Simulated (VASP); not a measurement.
A run of VASP 6.6.1:

Contents of INCAR:

```
SYSTEM = MgCd3
ALGO = Normal
EDIFF = 1E-6
ENCUT = 520
GGA = PS
ISIF = 2
ISMEAR = 1
LASPH = .True.
LCHARG = .False.
LREAL = .False.
LWAVE = .False.
NBANDS = 27
NELM = 100
PREC = Accurate
SIGMA = 0.05
```

File KPOINTS:

```
k-points
0
Gamma
  8 8 8
  0 0 0
```

POSCAR

```
MgCd3
1.0
    5.3948600000      0.0000000000      0.0000000000
    1.8188503239      5.0790056034      0.0000000000
   -3.6068546838     -2.5395024650      3.1058076148
Mg Cd
1 3
Direct
    0.0000000000      0.0000000000      0.0000000000
    0.5000000000      0.5000000000      0.0000000000
    0.2500000000      0.7500000000      0.5000000000
    0.7500000000      0.2500000000      0.5000000000
```

Potentials or basis: VASP PAW PBE potentials, release 64 (Mg, Cd).

Run with:

```console
$ cat potpaw_PBE.64/Mg/POTCAR potpaw_PBE.64/Cd/POTCAR > POTCAR
$ mpirun -np 1 vasp_std > vasp.out
```

Hardware: 1 thread of Intel(R) Xeon(R) Platinum 8259CL CPU @ 2.50GHz (Skylake/Cascade Lake), with other jobs on the host.

Problem. How long does it take, and how much memory?

Solution. It took 100 s on 1 thread of Intel(R) Xeon(R) Platinum 8259CL CPU @ 2.50GHz (Skylake/Cascade Lake), with other jobs on the host, peak memory 0.31 GiB. Counts: scf iterations 11, k points 59.
